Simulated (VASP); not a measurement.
Write the native input for VASP 6.6.1 that does the following.

| Property | Result |
| --- | --- |
| Task | single point |
| Functional | PBEsol |
| Potentials or basis | VASP PAW PBE potentials, release 64 (Ta_sv_GW, As_d) |
| Cutoff | 510 eV |
| k mesh | 11 × 11 × 11 |
| Occupations | fermi-dirac, width 0.05 eV |
| Spin | no spin polarisation |
| Hubbard terms | Ta d U = 1.0 eV |
| Dipole correction | no |
| Further INCAR settings | ALGO = Normal; EDIFF = 1e-06; NBANDS = 36 |

The structure of TaAs lies in POSCAR:

```
TaAs
1.0
   -1.7218133622      1.7218133622      5.8679415361
    1.7218133622     -1.7218133622      5.8679415361
    1.7218133622      1.7218133622     -5.8679415361
Ta As
2 2
Direct
    0.4999673000      0.4999673000      0.0000000000
    0.2499673000      0.7499673000      0.5000000000
    0.0826321200      0.0826321200      0.0000000000
    0.8326321200      0.3326321200      0.5000000000
```

One way to write it, as run:

INCAR

```
PREC = Accurate
ENCUT = 510
EDIFF = 1E-6
ISMEAR = -1
SIGMA = 0.05
LREAL = F
LASPH = T
NELM = 200
ALGO = Normal
ISIF = 2
LWAVE = F
LCHARG = T
LMAXMIX = 4
LDAU = T
LDAUTYPE = 2
LDAUL = 2 -1
LDAUU = 1 0
LDAUJ = 0 0
LDAUPRINT = 1
GGA = PS
LELF = T
LVHAR = T
NBANDS = 36
GGA_COMPAT = F
```

KPOINTS

```
regular mesh
0
Gamma
  11 11 11
```

Potentials or basis: VASP PAW PBE potentials, release 64 (Ta_sv_GW, As_d).

Command:

```console
$ cat potpaw_PBE.64/Ta_sv_GW/POTCAR potpaw_PBE.64/As_d/POTCAR > POTCAR
$ mpirun -np 1 vasp_std > vasp.out
```

It gave:

- Pressure: -2.5 GPa
- Largest force: 0.022 eV/Å
- Band gap on the k mesh: zero (filled and empty bands overlap)

Caveat: the PAW data sets were made with another functional, which shifts forces and pressure a little; spin-orbit coupling is left out, which moves the levels of the heavy elements; U without spin polarisation on a metal has little footing; the U is typed as a test and isn't derived for this compound.

Wall time 14 min on 1 thread of Intel(R) Xeon(R) Platinum 8259CL CPU @ 2.50GHz (Skylake/Cascade Lake) (shared host), peak memory 0.52 GiB.
